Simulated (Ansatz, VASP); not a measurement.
# Cu in VASP and in Ansatz

```
Cu
1.0
     0.00000    1.88763    1.49727
     1.88763    0.00000    1.49727
     1.88763    1.88763    0.00000
Cu
1
Direct
  0.00000 0.00000 0.00000
```

Alike in both runs: task single point; functional PBE; k mesh 24 × 24 × 24; occupations gaussian, width 0.15 eV; no spin polarisation.

```csv
,VASP,Ansatz
version,VASP 6.6.1,Ansatz 0.2.0
potentials or method,"VASP PAW PBE potentials, release 64 (Cu), cutoff 520 eV","scalar-relativistic, plane waves, PAW"
valence electrons in the cell,11,19
```

```tsv
	VASP	Ansatz	Ansatz less VASP
gap on the k mesh at the Fermi level (eV)	none	none	-
pressure (GPa)	22.5	21.9	-0.64
traceless stress, the component that is largest in VASP (GPa)	1.92	1.91	-0.003
```

A gap of «none» marks a metal or a gap that the smearing closes. VASP's potentials hold 11 valence electrons a cell and Ansatz's 19, so a difference there can come from the potentials and not from the codes.
